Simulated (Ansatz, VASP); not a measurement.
**Two plane-wave programs on MnO**

```
Mn O
1.0
     0.00000    2.17851    2.17851
     2.17851    0.00000    2.17851
     2.17851    2.17851    0.00000
Mn O
1 1
Direct
  0.00000 0.00000 0.00000
  0.50000 0.50000 0.50000
```

Alike in both runs: task single point; functional LDA; k mesh 10 × 10 × 10; occupations fermi-dirac, width 0.05 eV; collinear spin.

|  | VASP | Ansatz |
| --- | --- | --- |
| version | VASP 6.6.1 | Ansatz 0.2.0 |
| potentials or method | VASP PAW LDA potentials, release 64 (Mn_pv, O) | Ansatz PAW |
| plane-wave cutoff (eV) | 520 | 420 |
| valence electrons in the cell | 19 | 21 |

VASP gave:

```
gap on the k mesh at the Fermi level (eV)                     : none
pressure (GPa)                                                : -13.3
net moment per atom (μB)                                      : 2.15
size of the moment on the site where the two differ most (μB) : 3.93
```

Task: Which values does Ansatz return?

Result: gap on the k mesh at the Fermi level (eV): none; pressure (GPa): -12.4; net moment per atom (μB): 2.18; size of the moment on the site where the two differ most (μB): 3.71.

LDA's correlation is that of Perdew and Zunger in VASP and of Perdew and Wang (1992) in Ansatz. Site moments also hang on the region over which each program counts them. A gap of «none» marks a metal or a gap that the smearing closes. VASP's potentials hold 19 valence electrons a cell and Ansatz's 21, so a difference there can come from the potentials and not from the codes.
